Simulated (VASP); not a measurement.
# YZr7O16 (a cell with a defect) in VASP: electric field gradients with PBE

Aim: the electric field gradients of YZr7O16 (a cell with a defect) with PBE.

Everything below comes from runs of VASP 6.6.1. Logs are shortened: lines on timing, memory, paths and dates and some standing lists are left out, and cuts for length are marked.

### Step 1. The cell of the first run

The cell holds a defect, 24 atoms: a = 7.170 Å, b = 7.170 Å, c = 7.170 Å, α = 60.00°, β = 60.00°, γ = 60.00°.

### Step 2. Electric field gradients, PBE

Contents of INCAR:

```
ALGO     = Normal         # electronic algorithm
EDIFF    = 1E-8           # SCF threshold, eV
ENCUT    = 520            # plane-wave cutoff, eV
GGA      = PE             # functional
GGA_COMPAT= False        
ISIF     = 2              # what is computed and relaxed
ISMEAR   = -4             # smearing method
ISYM     = 0            
LASPH    = True           # aspherical terms in the spheres
LCHARG   = False          # write CHGCAR
LEFG     = True         
LREAL    = False          # projectors in reciprocal space
LWAVE    = False          # write WAVECAR
NBANDS   = 114            # bands
NELECT   = 192.0        
NELM     = 120            # most SCF steps
PREC     = Accurate       # precision mode
SIGMA    = 0.1            # smearing width, eV
```

Contents of KPOINTS:

```
k-points
0
Gamma
  3 3 3
```

Contents of POSCAR:

```
YZr7O16
1.0
    0.0000000000      5.0700000000      5.0700000000
    5.0700000000      0.0000000000      5.0700000000
    5.0700000000      5.0700000000      0.0000000000
Y Zr O
1 7 16
Direct
    0.0000000000      0.0000000000      0.0000000000
    0.0000000000      0.0000000000      0.5000000000
    0.0000000000      0.5000000000      0.0000000000
    0.0000000000      0.5000000000      0.5000000000
    0.5000000000      0.0000000000      0.0000000000
    0.5000000000      0.0000000000      0.5000000000
    0.5000000000      0.5000000000      0.0000000000
    0.5000000000      0.5000000000      0.5000000000
    0.1250000000      0.1250000000      0.1250000000
    0.1250000000      0.1250000000      0.6250000000
    0.1250000000      0.6250000000      0.1250000000
    0.1250000000      0.6250000000      0.6250000000
    0.6250000000      0.1250000000      0.1250000000
    0.6250000000      0.1250000000      0.6250000000
    0.6250000000      0.6250000000      0.1250000000
    0.6250000000      0.6250000000      0.6250000000
    0.3750000000      0.3750000000      0.3750000000
    0.3750000000      0.3750000000      0.8750000000
    0.3750000000      0.8750000000      0.3750000000
    0.3750000000      0.8750000000      0.8750000000
    0.8750000000      0.3750000000      0.3750000000
    0.8750000000      0.3750000000      0.8750000000
    0.8750000000      0.8750000000      0.3750000000
    0.8750000000      0.8750000000      0.8750000000
```

Potentials or basis: VASP PAW PBE potentials, release 64 (Y_sv, Zr_sv, O).

Started as:

```console
> cat potpaw_PBE.64/Y_sv/POTCAR potpaw_PBE.64/Zr_sv/POTCAR potpaw_PBE.64/O/POTCAR > POTCAR
> mpirun -np 1 vasp_std > vasp.out
```

OUTCAR:

```text
EDIFF = 1E-8
   ENCUT = 520
   GGA = PE
   ISIF = 2
   ISMEAR = -4
   ISYM = 0
   LASPH = True
   LREAL = False
   NELECT = 192.0
   NELM = 120
   PREC = Accurate

 ion  position               nearest neighbor table
   1  0.000  0.000  0.000-   9 2.20  10 2.20  11 2.20  13 2.20  20 2.20  22 2.20  23 2.20  24 2.20
                             5 3.59   2 3.59   3 3.59   2 3.59   4 3.59   6 3.59   3 3.59   4 3.59
   2  0.000  0.000  0.500-   9 2.20  10 2.20  12 2.20  14 2.20  19 2.20  21 2.20  23 2.20  24 2.20
                             6 3.59   1 3.59   4 3.59   1 3.59   3 3.59   5 3.59   3 3.59   4 3.59
   3  0.000  0.500  0.000-   9 2.20  11 2.20  12 2.20  15 2.20  18 2.20  21 2.20  22 2.20  24 2.20
                             7 3.59   1 3.59   4 3.59   2 3.59   4 3.59   8 3.59   1 3.59   2 3.59
   4  0.000  0.500  0.500-  10 2.20  11 2.20  12 2.20  16 2.20  17 2.20  21 2.20  22 2.20  23 2.20
                             8 3.59   2 3.59   3 3.59   1 3.59   3 3.59   7 3.59   1 3.59   2 3.59
   5  0.500  0.000  0.000-   9 2.20  13 2.20  14 2.20  15 2.20  18 2.20  19 2.20  20 2.20  24 2.20
                             7 3.59   1 3.59   6 3.59   2 3.59   6 3.59   8 3.59   3 3.59   7 3.59
   6  0.500  0.000  0.500-  10 2.20  13 2.20  14 2.20  16 2.20  17 2.20  19 2.20  20 2.20  23 2.20
                             8 3.59   2 3.59   5 3.59   1 3.59   5 3.59   7 3.59   4 3.59   7 3.59
   7  0.500  0.500  0.000-  11 2.20  13 2.20  15 2.20  16 2.20  17 2.20  18 2.20  20 2.20  22 2.20
                             8 3.59   3 3.59   5 3.59   4 3.59   6 3.59   8 3.59   1 3.59   5 3.59
   8  0.500  0.500  0.500-  12 2.20  14 2.20  15 2.20  16 2.20  17 2.20  18 2.20  19 2.20  21 2.20
                             7 3.59   4 3.59   6 3.59   3 3.59   5 3.59   7 3.59   2 3.59   5 3.59
   9  0.125  0.125  0.125-   1 2.20   2 2.20   3 2.20   5 2.20
  10  0.125  0.125  0.625-   1 2.20   2 2.20   4 2.20   6 2.20
  11  0.125  0.625  0.125-   1 2.20   3 2.20   4 2.20   7 2.20
  12  0.125  0.625  0.625-   2 2.20   3 2.20   4 2.20   8 2.20
  13  0.625  0.125  0.125-   1 2.20   5 2.20   6 2.20   7 2.20
  14  0.625  0.125  0.625-   2 2.20   5 2.20   6 2.20   8 2.20
[... 8 lines left out ...]
  23  0.875  0.875  0.375-   1 2.20   2 2.20   4 2.20   6 2.20
  24  0.875  0.875  0.875-   1 2.20   2 2.20   3 2.20   5 2.20

IMPORTANT INFORMATION: All symmetrisations will be switched off!
NOSYMM: (Re-)initialisation of all symmetry stuff for point group C_1.

----------------------------------------------------------------------------------------

                                     Primitive cell

  volume of cell :     260.6477

  direct lattice vectors                    reciprocal lattice vectors
     0.000000000  5.070000000  5.070000000    -0.098619329  0.098619329  0.098619329
     5.070000000  0.000000000  5.070000000     0.098619329 -0.098619329  0.098619329
     5.070000000  5.070000000  0.000000000     0.098619329  0.098619329 -0.098619329

  length of vectors
     7.170062761  7.170062761  7.170062761     0.170813689  0.170813689  0.170813689

  position of ions in fractional coordinates (direct lattice)
     0.000000000  0.000000000  0.000000000
     0.000000000  0.000000000  0.500000000
     0.000000000  0.500000000  0.000000000
     0.000000000  0.500000000  0.500000000
     0.500000000  0.000000000  0.000000000
     0.500000000  0.000000000  0.500000000
[... 16 lines left out ...]
     0.875000000  0.875000000  0.375000000
     0.875000000  0.875000000  0.875000000

  ion indices of the primitive-cell ions
   primitive index   ion index
                 1           1
                 2           2
                 3           3
                 4           4
                 5           5
                 6           6
[... 16 lines left out ...]
                23          23
                24          24

----------------------------------------------------------------------------------------

 KPOINTS: k-points

Automatic generation of k-mesh.
 Grid dimensions read from file:
 generate k-points for:    3    3    3

 Generating k-lattice:

  Cartesian coordinates                     Fractional coordinates (reciprocal lattice)
    -0.032873110  0.032873110  0.032873110     0.333333333  0.000000000  0.000000000
     0.032873110 -0.032873110  0.032873110     0.000000000  0.333333333  0.000000000
     0.032873110  0.032873110 -0.032873110     0.000000000  0.000000000  0.333333333

  Length of vectors
     0.056937896  0.056937896  0.056937896

  Shift w.r.t. Gamma in fractional coordinates (k-lattice)
     0.000000000  0.000000000  0.000000000

 TETIRR: Found     78 inequivalent tetrahedra from      162

 Subroutine IBZKPT returns following result:
[... 43 lines left out ...]
   NFREE  =      0    steps in history (QN), initial steepest desc. (CG)
   ISIF   =      2    stress and relaxation
   ISYM   =      0    0-nonsym 1-usesym 2-fastsym
   POTIM  = 0.5000    time-step for ionic-motion
   TEBEG  =    0.0;   TEEND  =   0.0 temperature during run
   PSTRESS=    0.0 pullay stress
   NELECT =     192.0000    total number of electrons
   NUPDOWN=      -1.0000    fix difference up-down
   EMIN   =  10.00;   EMAX   =-10.00  energy-range for DOS
   EFERMI =   0.00;   METHOD = LEGACY
   ISMEAR =    -4;   SIGMA  =   0.10  broadening in eV -4-tet -1-fermi 0-gaus
   EFERMI_NEDOS =   21; number of points for ismear=-14 and -15
   IALGO  =     38    algorithm
   IMIX   =      4    mixing-type and parameters
     AMIX     =   0.40;   BMIX     =  1.00
     AMIX_MAG =   1.60;   BMIX_MAG =  1.00
  volume/ion in A,a.u.               =      10.86        73.29
  Fermi-wavevector in a.u.,A,eV,Ry     =   1.478509  2.793977 29.742181  2.185989
  Thomas-Fermi vector in A             =   2.592781
   LORBIT       =      0    0 simple, 1 ext, 2 COOP (PROOUT), +10 PAW based schemes
   GGA     = PE    functional components
   LHFCALC =     F    Hartree Fock is set to
   AEXX    =    0.0000 exact exchange contribution
   IVDW    =     0    specifies the selected vdW correction
   LEPSILON=     F    determine dielectric tensor
   LRPA    =     F    only Hartree local field effects (RPA)
 non-spin polarized calculation
 Fermi weights with tetrahedron method witout Bloechl corrections
  energy-cutoff  :      520.00
  volume of cell :      260.65
 maximum number of plane-waves:      7036
 NGX is ok and might be reduce to    54
   NGX = 27   NGY = 27   NGZ = 27

 number of electron     191.9999934 magnetization

 Free energy of the ion-electron system (eV)
  ---------------------------------------------------
  ext. energy  EPLUGINS =         0.00000000
  ---------------------------------------------------
  free energy    TOTEN  =      -216.83876097 eV

  energy without entropy =     -216.83876097  energy(sigma->0) =     -216.83876097

 E-fermi :   7.0218     XC(G=0): -11.8722

 val. band max:        7.0125526465   @ k =   0.0000   0.0000   0.0000
 cond. band min:      10.2709026980   @ k =   0.0000   0.0000   0.0000
 fundamental gap:      3.2583500515
 Fermi energy:         7.0218279106

 k-point     1 :       0.0000    0.0000    0.0000
  band No.  band energies     occupation
      1     -41.2941      2.00000
      2     -41.1503      2.00000
      3     -41.1199      2.00000
      4     -41.1199      2.00000
      5     -41.1199      2.00000
      6     -41.1034      2.00000
[... 1543 lines left out ...]
    107      11.3454      0.00000
    108      11.4208      0.00000
 [bands above 108 left out]

------------------------ aborting loop because EDIFF is reached ----------------------------------------

  FORCE on cell =-STRESS in cart. coord.  units (eV):
  Direction    XX          YY          ZZ          XY          YZ          ZX
  --------------------------------------------------------------------------------------
  -------------------------------------------------------------------------------------
  Total       30.3789768     30.3789770     30.3789770      0.0000339      0.0000333      0.0000338
  in kB      186.7367734    186.7367750    186.7367750      0.0002082      0.0002045      0.0002080
  external PRESSURE =     186.7367745 kB  Pullay stress =       0.0000000 kB

 VOLUME and BASIS-vectors are now :
 -----------------------------------------------------------------------------
  energy-cutoff  :      520.00
  volume of cell :      260.65
      direct lattice vectors                 reciprocal lattice vectors
     0.000000000  5.070000000  5.070000000    -0.098619329  0.098619329  0.098619329
     5.070000000  0.000000000  5.070000000     0.098619329 -0.098619329  0.098619329
     5.070000000  5.070000000  0.000000000     0.098619329  0.098619329 -0.098619329

 POSITION                                       TOTAL-FORCE (eV/Angst)
 -----------------------------------------------------------------------------------
      0.00000      0.00000      0.00000        -0.000000     -0.000000     -0.000000
      2.53500      2.53500      0.00000         0.000000      0.000000      0.000000
      2.53500      0.00000      2.53500         0.000001     -0.000000     -0.000000
      5.07000      2.53500      2.53500        -0.000000     -0.000000      0.000000
      0.00000      2.53500      2.53500        -0.000000      0.000000      0.000000
      2.53500      5.07000      2.53500        -0.000000     -0.000000     -0.000000
[... 16 lines left out ...]
      6.33750      6.33750      8.87250         1.040956      1.040956     -1.040957
      8.87250      8.87250      8.87250        -1.040957     -1.040957     -1.040957
 -----------------------------------------------------------------------------------
    total drift:                               -0.000000     -0.000000     -0.000000

  FREE ENERGIE OF THE ION-ELECTRON SYSTEM (eV)
  ---------------------------------------------------
  free  energy   TOTEN  =      -216.8387609734 eV

  energy  without entropy=     -216.8387609734  energy(sigma->0) =     -216.83876097

 Electric field gradients (V/A^2)
---------------------------------------------------------------------
 ion       V_xx      V_yy      V_zz      V_xy      V_xz      V_yz
---------------------------------------------------------------------
   1       0.000     0.000    -0.000    -0.000    -0.000    -0.000
   2       1.130     1.130    -2.260   -11.193    -0.000    -0.000
   3       1.130    -2.260     1.130    -0.000   -11.193    -0.000
   4      -2.260     1.130     1.130    -0.000    -0.000    11.193
   5      -2.260     1.130     1.130    -0.000    -0.000   -11.193
   6       1.130    -2.260     1.130    -0.000    11.193    -0.000
[... 16 lines left out ...]
  23       0.000     0.000    -0.000    -9.465     9.470     9.470
  24       0.000    -0.000     0.000    -9.465    -9.465    -9.465
---------------------------------------------------------------------

 Electric field gradients after diagonalization (V/A^2)
 (convention: |V_zz| > |V_xx| > |V_yy|)
----------------------------------------------------------------------
 ion       V_xx      V_yy      V_zz     asymmetry (V_yy - V_xx)/ V_zz
----------------------------------------------------------------------
   1       0.000     0.000    -0.000       0.092
   2     -10.063    -2.260    12.323       0.633
   3     -10.063    -2.260    12.323       0.633
   4     -10.063    -2.260    12.323       0.633
   5     -10.063    -2.260    12.323       0.633
   6     -10.063    -2.260    12.323       0.633
[... 16 lines left out ...]
  23       9.472     9.465   -18.937       0.000
  24       9.465     9.465   -18.930       0.000
----------------------------------------------------------------------

           NMR quadrupolar parameters

 Cq : quadrupolar parameter    Cq=e*Q*V_zz/h
 eta: asymmetry parameters     (V_yy - V_xx)/ V_zz
 Q  : nuclear electric quadrupole moment in mb (millibarn)
----------------------------------------------------------------------
 ion       Cq(MHz)       eta       Q (mb)
----------------------------------------------------------------------
   1      -0.000       0.092       1.000
   2       0.030       0.633       1.000
   3       0.030       0.633       1.000
   4       0.030       0.633       1.000
   5       0.030       0.633       1.000
   6       0.030       0.633       1.000
[... 16 lines left out ...]
  23      -0.046       0.000       1.000
  24      -0.046       0.000       1.000
----------------------------------------------------------------------
```

Wall time 19 min (1 thread of Intel Xeon Platinum 8259CL at 2.50GHz (Skylake/Cascade Lake), shared host); peak memory 0.6 GiB.

Results:

| Quantity | Value |
| --- | --- |
| Free energy | -216.8388 eV |
| Largest force | 1.803 eV/Å |
| Largest electric field gradient by atom | Y +0.0; Zr +12.3, +0.0 (each value once); O -18.9, -2.2 (each value once) V/Å² |

Forces on the atoms (eV/Å):
```
Y    0.000  0.000  0.000
Zr   0.000  0.000  0.000
Zr   0.000  0.000  0.000
Zr   0.000  0.000  0.000
Zr   0.000  0.000  0.000
Zr   0.000  0.000  0.000
Zr   0.000  0.000  0.000
Zr   0.000  0.000  0.000
O    1.041  1.041  1.041
O   -1.041 -1.041  1.041
O   -1.041  1.041 -1.041
O   -0.194  0.194  0.194
O    1.041 -1.041 -1.041
O    0.194 -0.194  0.194
O    0.194  0.194 -0.194
O   -0.194 -0.194 -0.194
O    0.194  0.194  0.194
O   -0.194 -0.194  0.194
O   -0.194  0.194 -0.194
O   -1.041  1.041  1.041
O    0.194 -0.194 -0.194
O    1.041 -1.041  1.041
O    1.041  1.041 -1.041
O   -1.041 -1.041 -1.041
```

Levels at points of the mesh, in eV from the Fermi level:
```tsv
k point	band 93	band 94	band 95	band 96	band 97	band 98	band 99	band 100
(0.00, 0.00, 0.00)	-0.54	-0.08	-0.08	-0.01	3.25	3.25	3.61	3.61
```

Electric field gradients, principal values (V/Å²):
```
atom   least   middle  greatest (by size)
 1 Y   0.000    0.000               0.000
2 Zr  -2.260  -10.063              12.323
3 Zr  -2.260  -10.063              12.323
4 Zr  -2.260  -10.063              12.323
5 Zr  -2.260  -10.063              12.323
6 Zr  -2.260  -10.063              12.323
7 Zr  -2.260  -10.063              12.323
8 Zr   0.000    0.000               0.000
 9 O   9.465    9.465             -18.930
10 O   9.465    9.472             -18.937
11 O   9.465    9.472             -18.937
12 O   1.082    1.089              -2.171
13 O   9.465    9.472             -18.937
14 O   1.082    1.089              -2.171
15 O   1.082    1.089              -2.171
16 O   1.082    1.082              -2.164
17 O   1.082    1.082              -2.164
18 O   1.082    1.089              -2.171
19 O   1.082    1.089              -2.171
20 O   9.465    9.472             -18.937
21 O   1.082    1.089              -2.171
22 O   9.465    9.472             -18.937
23 O   9.465    9.472             -18.937
24 O   9.465    9.465             -18.930
```

Caveat: the cell carries a net charge on a neutralising background, which shifts energy and pressure; the cell is charged against a uniform background, so pressure and absolute levels hang on convention; without QUAD_EFG the Cq values of the log hold for a quadrupole moment of 1 mb, not for the nuclei.
